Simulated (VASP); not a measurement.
Write the native input for VASP 6.6.1 that does the following.

```yaml
Task: single point
Functional: PBE
Potentials_or_basis: VASP PAW PBE potentials, release 64 (Si, N)
Cutoff: 520 eV
k_mesh: 2 × 2 × 2
Occupations: fermi-dirac, width 0.05 eV
Spin: collinear spin, zero start
Starting_moments: "[0.0, 0.0, 0.0, 0.0, 0.0, 0.0, 0.0, 0.0, 0.0, 0.0, 0.0, 0.0, 0.0, 0.0, 0.0, 0.0, 0.0] μB"
Dipole_correction: no
Further_INCAR_settings: LREAL = Auto; ALGO = Normal; EDIFF = 1e-06; NBANDS = 52
```

The structure of Si16N (a cell with a defect) lies in POSCAR:

```
Si16N
1.0
    0.0000000000      5.4300000000      5.4300000000
    5.4300000000      0.0000000000      5.4300000000
    5.4300000000      5.4300000000      0.0000000000
Si N
16 1
Direct
   -0.0588489871      0.0225322284      0.0130294659
    0.1369981584      0.0831123389      0.1324125230
    0.0315377532     -0.0019981584      0.5066390424
    0.1584069982      0.0916850829      0.6498987109
    0.0534898711      0.4798250460      0.0035082873
    0.1393001842      0.6720626151      0.1115837937
   -0.0406353591      0.6161602210      0.4520165746
    0.0863443831      0.6572467772      0.6431031308
    0.5091436464      0.0009668508     -0.0485911602
    0.5839963168      0.1787292818      0.0692081031
    0.5416298343      0.0153499079      0.4546500921
    0.6593830571      0.1434530387      0.6069521179
    0.5171915285      0.5453314917      0.0244475138
    0.7005893186      0.6351012891      0.1066114180
    0.4657090239      0.5038121547      0.4616390424
    0.6717403315      0.4845027624      0.6956813996
    0.6869244936      0.7719521179      0.4690607735
```

These files were run (other wordings do the same):

INCAR

```
SYSTEM = Si16N
  PREC = Accurate
  ENCUT = 520
  EDIFF = 1E-6
  ISMEAR = -1
  SIGMA = 0.05
  LREAL = Auto
  LASPH = .TRUE.
  NELM = 150
  ALGO = Normal
  ISIF = 2
  LWAVE = .FALSE.
  LCHARG = .FALSE.
  ISPIN = 2
  MAGMOM = 0 0 0 0 0 0 0 0 0 0 0 0 0 0 0 0 0
  LORBIT = 11
  GGA = PE
  NBANDS = 52
```

KPOINTS

```
Automatic mesh
0
G
  2 2 2
  0 0 0
```

Potentials or basis: VASP PAW PBE potentials, release 64 (Si, N).

The run is started by

```bash
$ cat potpaw_PBE.64/Si/POTCAR potpaw_PBE.64/N/POTCAR > POTCAR
$ mpirun -np 1 vasp_std > vasp.out
```

Results of the run:

```
Pressure                                              : 3.5 GPa
Largest force                                         : 5.245 eV/Å
Net moment                                            : 0.00 μB per cell
Valence electrons inside the program's atomic spheres : Si 1.69, 1.64, 1.74, 1.68, 1.70, 1.67, 1.72, 1.61, 1.58 (each value once); N 3.84
```

Caveat: the k points lie up to 0.50 Å⁻¹ apart; no moment was typed at the start, so none could form.

It took 6 min on 1 thread of Intel(R) Xeon(R) 6975P-C (Granite Rapids), with other jobs on the host, peak memory 0.71 GiB.
